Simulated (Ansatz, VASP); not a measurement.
# Si3Ge in VASP and in Ansatz

```
Si Ge
1.0
     2.65079    0.00000    0.00000
    -1.32540    2.29565    0.00000
     0.00000    0.00000   10.91460
Si Ge
3 1
Direct
  0.33333 0.66667 0.76219
  0.33333 0.66667 0.23781
  0.66667 0.33333 0.00000
  0.66667 0.33333 0.50000
```

Alike in both runs: functional PBE; k mesh 6 × 6 × 2; occupations gaussian, width 0.1 eV; no spin polarisation.

Ansatz relaxed the structure, and its values are those at the end. VASP's run is a single point on that final structure, the one shown.

|  | VASP | Ansatz |
| --- | --- | --- |
| version | VASP 6.6.1 | Ansatz 0.2.0 |
| potentials or method | VASP PAW PBE potentials, release 64 (Si, Ge_d), cutoff 500 eV | scalar-relativistic, plane waves, PAW |
| valence electrons in the cell | 26 | 26 |

|  | VASP | Ansatz | Ansatz less VASP |
| --- | --- | --- | --- |
| gap on the k mesh at the Fermi level (eV) | none | none | - |
| pressure (GPa) | 0.0 | 0.0 | 0.00 |

A gap of «none» marks a metal or a gap that the smearing closes.

The k mesh is coarse, so the values compare programs but aren't converged.
